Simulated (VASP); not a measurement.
A run of VASP 6.6.1 is set up as follows.

Contents of INCAR:

```
SYSTEM = SrO
ALGO = Normal
EDIFF = 1E-7
ENCUT = 520
GGA = PE
ISIF = 2
ISMEAR = 0
LASPH = .True.
LCHARG = .False.
LREAL = .False.
LWAVE = .False.
NBANDS = 15
NELM = 80
PREC = Accurate
SIGMA = 0.020999999999999998
```

KPOINTS

```
k-points
0
Gamma
  9 9 9
  0 0 0
```

Contents of POSCAR:

```
SrO
1.0
    0.0000000000      2.5663000000      2.5663000000
    2.5663000000      0.0000000000      2.5663000000
    2.5663000000      2.5663000000      0.0000000000
Sr O
1 1
Direct
    0.5000000000      0.5000000000      0.5000000000
    0.0000000000      0.0000000000      0.0000000000
```

Potentials or basis: VASP PAW PBE potentials, release 64 (Sr_sv, O).

Launch:

```bash
$ cat potpaw_PBE.64/Sr_sv/POTCAR potpaw_PBE.64/O/POTCAR > POTCAR
$ mpirun -np 1 vasp_std > vasp.out
```

Q: Predict the band gap on the k mesh.

A: 3.32 eV, indirect (least direct gap 3.41 eV).

Q: What does it give for the pressure?

A: 3.9 GPa.

A k mesh can miss the band edges. Expect the measured gap to be larger: semilocal functionals such as PBE lack the derivative discontinuity.
